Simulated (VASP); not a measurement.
Wanted: the native input for a VASP 6.6.1 run.

```
Task                   : single point
Functional             : revPBE
Potentials or basis    : VASP PAW PBE potentials, release 64 (Mg)
Cutoff                 : 520 eV
k mesh                 : 18 × 18 × 10
Occupations            : fermi-dirac, width 0.1 eV
Spin                   : no spin polarisation
Dipole correction      : no
Further INCAR settings : ALGO = Normal; EDIFF = 1e-06; NBANDS = 9
```

The structure of Mg lies in POSCAR:

```
Mg
1.0
    3.1354208678      0.0000000000      0.0000000000
   -1.5677104339      2.7153541231      0.0000000000
    0.0000000000      0.0000000000      5.0907394285
Mg
2
Direct
    0.3333333333      0.6666666667      0.2500000000
    0.6666666667      0.3333333333      0.7500000000
```

This cell differs from its parent crystal: volume scaled by 0.92.

The input as run:

INCAR

```
SYSTEM = Mg
PREC = Accurate ; ENCUT = 520
EDIFF = 1E-6 ; ISMEAR = -1
SIGMA = 0.1 ; LREAL = .FALSE.
LASPH = .TRUE. ; NELM = 60
ALGO = Normal ; ISIF = 2
LWAVE = .FALSE. ; LCHARG = .FALSE.
GGA = RE ; NBANDS = 9
```

KPOINTS

```
Automatic mesh
0
G
  18 18 10
  0 0 0
```

Potentials or basis: VASP PAW PBE potentials, release 64 (Mg).

Run with:

```console
$ cat potpaw_PBE.64/Mg/POTCAR > POTCAR
$ mpirun -np 1 vasp_std > vasp.out
```

Results of the run:

```yaml
Pressure: 3.3 GPa
Band_gap_on_the_k_mesh: zero (band 2 reaches 4.00 eV, above the bottom of band 3 at 1.82 eV)
```

Caveat: the PAW data sets were made with another functional, which shifts forces and pressure a little.

It took 25 s on 1 thread of Intel Xeon 6975P-C, with other jobs on the host, peak memory 0.22 GiB.
